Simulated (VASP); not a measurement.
# MgCd2SeS2 (P-4m2) in VASP: a series of runs, part 2 of 2

VASP 6.6.1. The steps go on from the part before.

## (3) Single point, PBE

This run uses another cell than the first one, of 25.22 Å³/atom.

INCAR reads:

```
  PREC = Accurate
  ENCUT = 520
  EDIFF = 1E-6
  ISMEAR = 0
  SIGMA = 0.1
  LREAL = F
  LASPH = T
  NELM = 80
  ALGO = Normal
  ISIF = 2
  LWAVE = F
  LCHARG = F
  GGA = PE
  NBANDS = 31
```

KPOINTS reads:

```
regular mesh
0
Gamma
  4 4 2
```

POSCAR reads:

```
MgCd2SeS2
1.0
    3.7619582846      0.0000000000      0.0000000000
    0.0000000000      3.7619582846      0.0000000000
    0.0000000000      0.0000000000     10.6934453205
Mg Cd Se S
1 2 1 2
Direct
    0.0000000000      0.0000000000      0.0000000000
    0.5000000000      0.0000000000      0.6106883160
    0.0000000000      0.5000000000      0.3893116840
    0.5000000000      0.5000000000      0.0000000000
    0.5000000000      0.0000000000      0.3596026534
    0.0000000000      0.5000000000      0.6403973466
```

Potentials or basis: VASP PAW PBE potentials, release 64 (Mg, Cd, Se, S).

Run with:

```console
$ cat potpaw_PBE.64/Mg/POTCAR potpaw_PBE.64/Cd/POTCAR potpaw_PBE.64/Se/POTCAR potpaw_PBE.64/S/POTCAR > POTCAR
$ mpirun -np 1 vasp_std > vasp.out
```

OUTCAR:

```text
PREC = Accurate
   ENCUT = 520
   EDIFF = 1E-6
   ISMEAR = 0
   LREAL = F
   LASPH = T
   NELM = 80
   ISIF = 2
   GGA = PE

 ion  position               nearest neighbor table
   1  0.000  0.000  0.000-   4 2.66   4 2.66   4 2.66   4 2.66
   2  0.500  0.000  0.611-   6 2.68   6 2.68   6 2.68   6 2.68   5 2.68   3 3.56   3 3.56   3 3.56
                             3 3.56
   3  0.000  0.500  0.389-   5 2.68   5 2.68   5 2.68   5 2.68   6 2.68   2 3.56   2 3.56   2 3.56
                             2 3.56
   4  0.500  0.500  0.000-   1 2.66   1 2.66   1 2.66   1 2.66
   5  0.500  0.000  0.360-   3 2.68   3 2.68   3 2.68   3 2.68   2 2.68
   6  0.000  0.500  0.640-   2 2.68   2 2.68   2 2.68   2 2.68   3 2.68

  LATTYP: Found a simple tetragonal cell.
 ALAT       =     3.7619582846
 C/A-ratio  =     2.8425209722

  Lattice vectors:

 A1 = (   3.7619582846,   0.0000000000,   0.0000000000)
 A2 = (   0.0000000000,   3.7619582846,   0.0000000000)
 A3 = (   0.0000000000,   0.0000000000,  10.6934453205)

Analysis of symmetry for initial positions (statically):
=====================================================================
 Subroutine PRICEL returns:
 Original cell was already a primitive cell.

 Routine SETGRP: Setting up the symmetry group for a
 simple tetragonal supercell.

 Subroutine GETGRP returns: Found  8 space group operations
 (whereof  8 operations were pure point group operations)
 out of a pool of 16 trial point group operations.

The static configuration has the point symmetry D_2d.

Analysis of symmetry for dynamics (positions and initial velocities):
=====================================================================
 Subroutine PRICEL returns:
 Original cell was already a primitive cell.

 Routine SETGRP: Setting up the symmetry group for a
 simple tetragonal supercell.

 Subroutine GETGRP returns: Found  8 space group operations
 (whereof  8 operations were pure point group operations)
 out of a pool of 16 trial point group operations.

The dynamic configuration has the point symmetry D_2d.

 Subroutine INISYM returns: Found  8 space group operations
 (whereof  8 operations are pure point group operations),
 and found     1 'primitive' translations

----------------------------------------------------------------------------------------

                                     Primitive cell

  volume of cell :     151.3372

  direct lattice vectors                    reciprocal lattice vectors
     3.761958285  0.000000000  0.000000000     0.265819003  0.000000000  0.000000000
     0.000000000  3.761958285  0.000000000     0.000000000  0.265819003  0.000000000
     0.000000000  0.000000000 10.693445321     0.000000000  0.000000000  0.093515230

  length of vectors
     3.761958285  3.761958285 10.693445321     0.265819003  0.265819003  0.093515230

  position of ions in fractional coordinates (direct lattice)
     0.000000000  0.000000000  0.000000000
     0.500000000  0.000000000  0.610688316
     0.000000000  0.500000000  0.389311684
     0.500000000  0.500000000  0.000000000
     0.500000000  0.000000000  0.359602653
     0.000000000  0.500000000  0.640397347

  ion indices of the primitive-cell ions
   primitive index   ion index
                 1           1
                 2           2
                 3           3
                 4           4
                 5           5
                 6           6

[... 36 lines left out ...]
  0.500000  0.000000  0.500000      2.000000
  0.250000  0.250000  0.500000      4.000000
  0.500000  0.250000  0.500000      4.000000
  0.500000  0.500000  0.500000      1.000000
   k-points           NKPTS =     12   k-points in BZ     NKDIM =     12   number of bands    NBANDS=     31
   number of dos      NEDOS =    301   number of ions     NIONS =      6
   total plane-waves  NPLWV =  62720
   dimension x,y,z NGX =    28 NGY =   28 NGZ =   80
   dimension x,y,z NGXF=    56 NGYF=   56 NGZF=  160
   ions per type =               1   2   1   2
   NGX,Y,Z   is equivalent  to a cutoff of  12.37, 12.37, 12.44 a.u.
   NGXF,Y,Z  is equivalent  to a cutoff of  24.75, 24.75, 24.87 a.u.
 SYSTEM =  unknown system
   PREC   = accura    normal or accurate (medium, high low for compatibility)
   ISTART =      0    job   : 0-new  1-cont  2-samecut
   ICHARG =      2    charge: 1-file 2-atom 10-const
   ISPIN  =      1    spin polarized calculation?
   LNONCOLLINEAR =      F non collinear calculations
   LSORBIT =      F    spin-orbit coupling
   LASPH  =      T    aspherical Exc in radial PAW
   ENCUT  =  520.0 eV  38.22 Ry    6.18 a.u.   6.99  6.99 19.88*2*pi/ulx,y,z
   NELM   =     80;   NELMIN=  2; NELMDL= -5     # of ELM steps
   EDIFF  = 0.1E-05   stopping-criterion for ELM
   LREAL  =      F    real-space projection
   EDIFFG = 0.1E-04   stopping-criterion for IOM
   NSW    =      0    number of steps for IOM
   IBRION =     -1    ionic relax: 0-MD 1-quasi-New 2-CG
   NFREE  =      0    steps in history (QN), initial steepest desc. (CG)
   ISIF   =      2    stress and relaxation
   ISYM   =      2    0-nonsym 1-usesym 2-fastsym
   POTIM  = 0.5000    time-step for ionic-motion
   TEBEG  =    0.0;   TEEND  =   0.0 temperature during run
   PSTRESS=    0.0 pullay stress
   NELECT =      44.0000    total number of electrons
   NUPDOWN=      -1.0000    fix difference up-down
   EMIN   =  10.00;   EMAX   =-10.00  energy-range for DOS
   EFERMI =   0.00;   METHOD = LEGACY
   ISMEAR =     0;   SIGMA  =   0.10  broadening in eV -4-tet -1-fermi 0-gaus
   EFERMI_NEDOS =   21; number of points for ismear=-14 and -15
   IALGO  =     38    algorithm
   IMIX   =      4    mixing-type and parameters
     AMIX     =   0.40;   BMIX     =  1.00
     AMIX_MAG =   1.60;   BMIX_MAG =  1.00
  volume/ion in A,a.u.               =      25.22       170.21
  Fermi-wavevector in a.u.,A,eV,Ry     =   1.084536  2.049475 16.003413  1.176218
  Thomas-Fermi vector in A             =   2.220628
   LORBIT       =      0    0 simple, 1 ext, 2 COOP (PROOUT), +10 PAW based schemes
   GGA     = PE    functional components
   LHFCALC =     F    Hartree Fock is set to
   AEXX    =    0.0000 exact exchange contribution
   IVDW    =     0    specifies the selected vdW correction
   LEPSILON=     F    determine dielectric tensor
   LRPA    =     F    only Hartree local field effects (RPA)
 non-spin polarized calculation
 Gauss-broadening in eV      SIGMA  =   0.10
  energy-cutoff  :      520.00
  volume of cell :      151.34
 maximum number of plane-waves:      4120
 NGX is ok and might be reduce to    28
   NGX = 13   NGY = 13   NGZ = 39

 number of electron      43.9999990 magnetization

 Free energy of the ion-electron system (eV)
  ---------------------------------------------------
  ext. energy  EPLUGINS =         0.00000000
  ---------------------------------------------------
  free energy    TOTEN  =       -18.01151958 eV

  energy without entropy =      -18.01151936  energy(sigma->0) =      -18.01151947

 E-fermi :   1.9749     XC(G=0):  -8.8885

 val. band max:        1.6490990070   @ k =   0.5000   0.5000   0.0000
 cond. band min:       2.2870210216   @ k =   0.0000   0.0000   0.0000
 fundamental gap:      0.6379220146
 Fermi energy:         1.9749441304

 k-point     1 :       0.0000    0.0000    0.0000
  band No.  band energies     occupation
      1     -11.1727      2.00000
      2     -10.7567      2.00000
      3     -10.2118      2.00000
      4      -6.5299      2.00000
      5      -6.3638      2.00000
      6      -6.3283      2.00000
[... 397 lines left out ...]
     30       8.5983      0.00000
     31       8.5983      0.00000

------------------------ aborting loop because EDIFF is reached ----------------------------------------

  FORCE on cell =-STRESS in cart. coord.  units (eV):
  Direction    XX          YY          ZZ          XY          YZ          ZX
  --------------------------------------------------------------------------------------
  -------------------------------------------------------------------------------------
  Total        0.2536348      0.2536348      0.3832033      0.0000000      0.0000000      0.0000000
  in kB        2.6851829      2.6851829      4.0568987      0.0000000      0.0000000      0.0000000
  external PRESSURE =       3.1424215 kB  Pullay stress =       0.0000000 kB

 VOLUME and BASIS-vectors are now :
 -----------------------------------------------------------------------------
  energy-cutoff  :      520.00
  volume of cell :      151.34
      direct lattice vectors                 reciprocal lattice vectors
     3.761958285  0.000000000  0.000000000     0.265819003  0.000000000  0.000000000
     0.000000000  3.761958285  0.000000000     0.000000000  0.265819003  0.000000000
     0.000000000  0.000000000 10.693445321     0.000000000  0.000000000  0.093515230

 POSITION                                       TOTAL-FORCE (eV/Angst)
 -----------------------------------------------------------------------------------
      0.00000      0.00000      0.00000        -0.000000     -0.000000      0.000000
      1.88098      0.00000      6.53036         0.000000     -0.000000      0.021896
      0.00000      1.88098      4.16308        -0.000000     -0.000000     -0.021896
      1.88098      1.88098      0.00000        -0.000000      0.000000      0.000000
      1.88098      0.00000      3.84539        -0.000000     -0.000000     -0.042870
      0.00000      1.88098      6.84805        -0.000000      0.000000      0.042870
 -----------------------------------------------------------------------------------
    total drift:                                0.000000      0.000000      0.000000

  FREE ENERGIE OF THE ION-ELECTRON SYSTEM (eV)
  ---------------------------------------------------
  free  energy   TOTEN  =       -18.0115195780 eV

  energy  without entropy=      -18.0115193566  energy(sigma->0) =      -18.01151947
```

Wall time 1.9 min (1 thread of Intel Xeon 8259CL, shared host); peak memory 0.27 GiB.

Results:

* Free energy: -18.0115 eV
* Pressure: 0.3 GPa
* Largest force: 0.043 eV/Å
* Band gap on the k mesh: 0.64 eV (least direct gap 0.72 eV)

Forces on the atoms (eV/Å):
```
Mg   0.000  0.000  0.000
Cd   0.000  0.000  0.022
Cd   0.000  0.000 -0.022
Se   0.000  0.000  0.000
S    0.000  0.000 -0.043
S    0.000  0.000  0.043
```

Stress tensor (GPa, compression positive):
```
0.27 0.00 0.00
0.00 0.27 0.00
0.00 0.00 0.41
```

Levels at points of the mesh, in eV from the valence-band top:
```
           k point  band 19  band 20  band 21  band 22  band 23  band 24  band 25  band 26
(0.00, 0.00, 0.00)    -1.21    -0.76    -0.54    -0.54     0.64     1.24     2.45     5.38
(0.50, 0.00, 0.00)    -0.70    -0.11    -0.07    -0.01     2.74     4.04     4.59     4.89
(0.50, 0.50, 0.00)    -2.98    -2.16    -2.16     0.00     0.77     0.77     1.45     5.47
(0.00, 0.00, 0.50)    -1.21    -1.21    -0.54    -0.54     1.20     1.25     2.09     5.40
(0.50, 0.00, 0.50)    -0.42    -0.11    -0.07    -0.02     3.41     3.67     3.70     5.03
(0.50, 0.50, 0.50)    -2.96    -2.13    -2.13    -0.02     0.70     0.70     1.47     5.04
```

## (4) Relaxation of cell and atoms, PBE

INCAR reads:

```
  PREC = Accurate
  ENCUT = 600
  EDIFF = 1E-6
  ISMEAR = 0
  SIGMA = 0.1
  LREAL = False
  LASPH = True
  NELM = 100
  ALGO = Normal
  ISIF = 3
  LWAVE = False
  LCHARG = False
  GGA = PE
  IBRION = 2
  NSW = 90
  EDIFFG = -0.04
```

KPOINTS is that of step 3.

POSCAR reads:

```
MgCd2SeS2
1.0
    4.4522656400      0.0000000000      0.0000000000
    0.0000000000      4.4522656400      0.0000000000
    0.0000000000      0.0000000000      7.5411567300
Mg Cd Se S
1 2 1 2
Direct
    0.0000000000      0.0000000000      0.0000000000
    0.5000000000      0.0000000000      0.8327630200
    0.0000000000      0.5000000000      0.1672369800
    0.5000000000      0.5000000000      0.0000000000
    0.5000000000      0.0000000000      0.3183099900
    0.0000000000      0.5000000000      0.6816900100
```

Run with:

```console
$ cat potpaw_PBE.64/Mg/POTCAR potpaw_PBE.64/Cd/POTCAR potpaw_PBE.64/Se/POTCAR potpaw_PBE.64/S/POTCAR > POTCAR
$ mpirun -np 1 vasp_std > vasp.out
```

It took 33 min on 1 thread of Intel Xeon 8259CL, shared host; peak memory 0.33 GiB.

The run converged. Its results:

* Free energy: -17.9849 eV
* Relaxed volume: 25.05 Å³/atom
* Relaxed cell: a = 3.771 Å, b = 3.771 Å, c = 10.571 Å, α = 90.00°, β = 90.00°, γ = 90.00°
* Space group after relaxing (to 0.1 Å): P-4m2 (No. 115)
* Energy gained by relaxing: 1133.2 meV/atom
* Ionic steps: 40
* Pressure after relaxing: -0.1 GPa
* Largest force after relaxing: 0.037 eV/Å
* Band gap on the k mesh: 0.60 eV (least direct gap 0.73 eV)

Forces in eV/Å, atoms in the order of the input:
```
Mg   0.000  0.000  0.000
Cd   0.000  0.000 -0.037
Cd   0.000  0.000  0.037
Se   0.000  0.000  0.000
S    0.000  0.000 -0.029
S    0.000  0.000  0.029
```

Stress tensor (GPa, compression positive):
```
-0.13  0.00  0.00
 0.00 -0.13  0.00
 0.00  0.00  0.08
```

The path:
```csv
step,energy change (eV),largest force (eV/Å),pressure (GPa),volume (Å³)
1,0.0000,3.6487,4.47,149.49
2,-1.1272,1.9171,-2.61,164.99
3,-1.2565,1.3294,-4.72,173.22
4,-2.1466,1.4361,-4.14,158.83
5,-3.4191,1.7538,5.86,120.45
6,-3.7284,1.7796,5.76,118.78
7,-3.8022,1.5643,6.54,117.44
8,-4.1856,1.2775,1.37,125.50
9,-4.3163,1.0416,-2.85,135.12
10,-4.5618,0.9367,-2.81,133.82
11,-5.3930,0.5119,-1.59,129.40
12,-5.7535,2.2872,10.52,118.48
13,-6.0039,0.9313,3.49,123.40
14,-6.0102,1.2153,4.86,122.30
15,-6.1210,1.2014,4.94,122.96
16,-6.2606,1.2651,5.86,124.56
17,-6.2565,1.2799,6.31,124.86
18,-6.3966,0.9938,4.11,128.15
19,-6.5449,0.4996,0.15,135.84
20,-6.5503,0.4175,-0.57,137.55
21,-6.5504,0.4047,-0.68,137.82
22,-6.5708,0.4090,-0.48,137.69
23,-6.6145,0.4211,0.17,137.28
24,-6.6219,0.4183,1.80,136.36
25,-6.6321,0.4246,1.06,136.77
26,-6.6557,0.4308,0.51,138.34
27,-6.6870,0.4321,-0.74,142.24
28,-6.6890,0.4281,-1.12,143.48
29,-6.7122,0.3839,-0.87,143.33
30,-6.7570,0.2693,-0.12,142.84
31,-6.7053,0.3069,1.39,141.84
32,-6.7635,0.2735,0.22,142.62
33,-6.7732,0.2259,0.01,143.27
34,-6.7775,0.1550,-0.20,144.06
35,-6.7824,0.0641,0.29,143.65
36,-6.7828,0.0790,0.49,143.50
37,-6.7874,0.0631,0.39,144.41
38,-6.7965,0.0143,0.16,147.16
39,-6.7974,0.0787,-0.21,152.67
40,-6.7994,0.0370,-0.06,150.32
```

Final structure:
```cif
data_structure
_symmetry_space_group_name_H-M 'P 1'
_symmetry_Int_Tables_number 1
_cell_length_a 3.7710
_cell_length_b 3.7710
_cell_length_c 10.5706
_cell_angle_alpha 90.000
_cell_angle_beta 90.000
_cell_angle_gamma 90.000
_cell_volume 150.32
loop_
_atom_site_label
_atom_site_type_symbol
_atom_site_fract_x
_atom_site_fract_y
_atom_site_fract_z
_atom_site_occupancy
Mg1 Mg 0.00000 0.00000 0.00000 1
Cd1 Cd 0.50000 0.00000 0.61398 1
Cd2 Cd 0.00000 0.50000 0.38602 1
Se1 Se 0.50000 0.50000 0.00000 1
S1 S 0.50000 0.00000 0.35897 1
S2 S 0.00000 0.50000 0.64103 1
```

Levels at points of the mesh, in eV from the valence-band top:
```
           k point  band 20  band 21  band 22  band 23  band 24  band 25
(0.00, 0.00, 0.00)    -0.72    -0.57    -0.57     0.60     1.26     2.43
(0.50, 0.00, 0.00)    -0.13    -0.06     0.00     2.70     4.08     4.62
(0.50, 0.50, 0.00)    -2.12    -2.12    -0.02     0.78     0.78     1.41
(0.00, 0.00, 0.50)    -1.20    -0.56    -0.56     1.21     1.27     2.05
(0.50, 0.00, 0.50)    -0.13    -0.06    -0.01     3.37     3.68     3.72
(0.50, 0.50, 0.50)    -2.09    -2.09    -0.04     0.70     0.70     1.43
```

Caveat: a cell axis changed by over 15 % at a fixed basis, so the end point is rough. A k mesh can miss the band edges.

## (5) Single point, PBE

This run uses another cell than the first one, of 26.32 Å³/atom.

INCAR reads:

```
ALGO = Normal
EDIFF = 1E-6
ENCUT = 520
GGA = PE
ISIF = 2
ISMEAR = 0
LASPH = T
LCHARG = T
LELF = T
LREAL = F
LVHAR = T
LWAVE = F
NBANDS = 31
NELM = 60
PREC = Accurate
SIGMA = 0.02
```

KPOINTS reads:

```
k-points
0
Gamma
  8 8 4
```

POSCAR reads:

```
MgCd2SeS2
1.0
    3.7520183398      0.0000000000      0.0000000000
    0.0000000000      3.7520183398      0.0000000000
    0.0000000000      0.0000000000     11.2173319311
Mg Cd Se S
1 2 1 2
Direct
    0.0000000000      0.0000000000      0.0000000000
    0.5000000000      0.0000000000      0.6061291340
    0.0000000000      0.5000000000      0.3938708660
    0.5000000000      0.5000000000      0.0000000000
    0.5000000000      0.0000000000      0.3648135249
    0.0000000000      0.5000000000      0.6351864751
```

Run with:

```console
$ cat potpaw_PBE.64/Mg/POTCAR potpaw_PBE.64/Cd/POTCAR potpaw_PBE.64/Se/POTCAR potpaw_PBE.64/S/POTCAR > POTCAR
$ mpirun -np 1 vasp_std > vasp.out
```

It took 5.1 min on 1 thread of Intel Xeon 8259CL, shared host; peak memory 0.39 GiB.

The run converged. Its results:

* Free energy: -18.1461 eV
* Pressure: 0.2 GPa
* Largest force: 0.039 eV/Å
* Band gap on the k mesh: 0.70 eV (least direct gap 0.72 eV)

Forces on the atoms (eV/Å):
```
Mg   0.000  0.000  0.000
Cd   0.000  0.000  0.004
Cd   0.000  0.000 -0.004
Se   0.000  0.000  0.000
S    0.000  0.000 -0.039
S    0.000  0.000  0.039
```

Stress tensor (GPa, compression positive):
```
0.20 0.00 0.00
0.00 0.20 0.00
0.00 0.00 0.12
```

Levels at points of the mesh, in eV from the valence-band top:
| k point | band 18 | band 19 | band 20 | band 21 | band 22 | band 23 | band 24 | band 25 | band 26 | band 27 |
| --- | --- | --- | --- | --- | --- | --- | --- | --- | --- | --- |
| (0.00, 0.00, 0.00) | -1.24 | -1.24 | -0.92 | -0.54 | -0.54 | 0.70 | 1.22 | 2.38 | 5.31 | 5.57 |
| (0.50, 0.00, 0.00) | -1.50 | -0.71 | -0.10 | -0.07 | -0.03 | 2.87 | 3.93 | 4.51 | 4.95 | 5.30 |
| (0.50, 0.50, 0.00) | -3.05 | -3.03 | -2.13 | -2.13 | 0.00 | 0.74 | 0.74 | 1.52 | 5.58 | 5.58 |
| (0.00, 0.00, 0.50) | -1.44 | -1.24 | -1.24 | -0.54 | -0.54 | 1.10 | 1.23 | 2.10 | 5.26 | 5.46 |
| (0.50, 0.00, 0.50) | -1.54 | -0.54 | -0.09 | -0.07 | -0.04 | 3.43 | 3.66 | 3.69 | 5.06 | 5.33 |
| (0.50, 0.50, 0.50) | -3.05 | -3.02 | -2.12 | -2.12 | -0.01 | 0.71 | 0.71 | 1.54 | 5.20 | 6.13 |

A k mesh can miss the band edges.

## (6) Summary

| task | cell | k mesh | cutoff (eV) | smearing | gap on the mesh (eV) | pressure (GPa) | largest force (eV/Å) |
| --- | --- | --- | --- | --- | --- | --- | --- |
| single point | a = 4.452, b = 4.452, c = 7.541 Å, 6 atoms, atomic positions A | 4 × 4 × 2 | 520 | gaussian 0.1 eV | none | 4.5 | 3.65 |
| single point | a = 3.762, b = 3.762, c = 10.693 Å, 6 atoms, atomic positions B | 4 × 4 × 2 | 520 | gaussian 0.1 eV | 0.64 | 0.3 | 0.04 |
| relaxation of cell and atoms | relaxed from a = 4.452, b = 4.452, c = 7.541 Å, 6 atoms, atomic positions A | 4 × 4 × 2 | 600 | gaussian 0.1 eV | 0.60 | -0.1 | 0.04 |
| single point | a = 3.752, b = 3.752, c = 11.217 Å, 6 atoms, atomic positions C | 8 × 8 × 4 | 520 | gaussian 0.02 eV | 0.70 | 0.2 | 0.04 |

Alike in all rows: level PBE; potentials or basis VASP PAW PBE potentials, release 64 (Mg, Cd, Se, S); no spin polarisation.

Caveats: some runs use coarse meshes; semilocal functionals underestimate gaps, so a narrow gap can read as zero (at least some runs); forces of over 1 eV/Å act on the atoms, so gaps and moduli don't describe the material at rest (at least some runs); a cell axis changed by over 15 % at a fixed basis, so the end point is rough (at least some runs).

Absolute energies hang on the potentials; compare differences alone.
